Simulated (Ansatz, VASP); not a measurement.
## In3GaP4 in VASP and in Ansatz

```
In Ga P
1.0
     5.84617    0.00000    0.00000
     0.00000    5.84617    0.00000
     0.00000    0.00000    5.84617
In Ga P
3 1 4
Direct
  0.50000 0.00000 0.50000
  0.50000 0.50000 0.00000
  0.00000 0.50000 0.50000
  0.00000 0.00000 0.00000
  0.23903 0.76097 0.76097
  0.23903 0.23903 0.23903
  0.76097 0.76097 0.23903
  0.76097 0.23903 0.76097
```

Alike in both runs: functional PBE; k mesh 4 × 4 × 4; occupations gaussian, width 0.1 eV; no spin polarisation.

Ansatz relaxed the structure, and its values are those at the end. VASP's run is a single point on that final structure, the one shown.

|  | VASP | Ansatz |
| --- | --- | --- |
| version | VASP 6.6.1 | Ansatz 0.2.0 |
| potentials or method | VASP PAW PBE potentials, release 64 (In_d, Ga_d, P), cutoff 520 eV | scalar-relativistic, plane waves, PAW |
| valence electrons in the cell | 72 | 72 |

|  | VASP | Ansatz | Ansatz less VASP |
| --- | --- | --- | --- |
| gap on the k mesh at the Fermi level (eV) | 0.61 | 0.62 | +0.003 |
| least direct gap on the mesh (eV) | 0.61 | 0.62 | +0.003 |
| pressure (GPa) | -0.1 | 0.0 | +0.04 |
| rms of the force components (eV/Å) | 0.008 | 0.006 | -0.0014 |

The functional is the same, so the differences come from potentials, cutoffs and numerics.
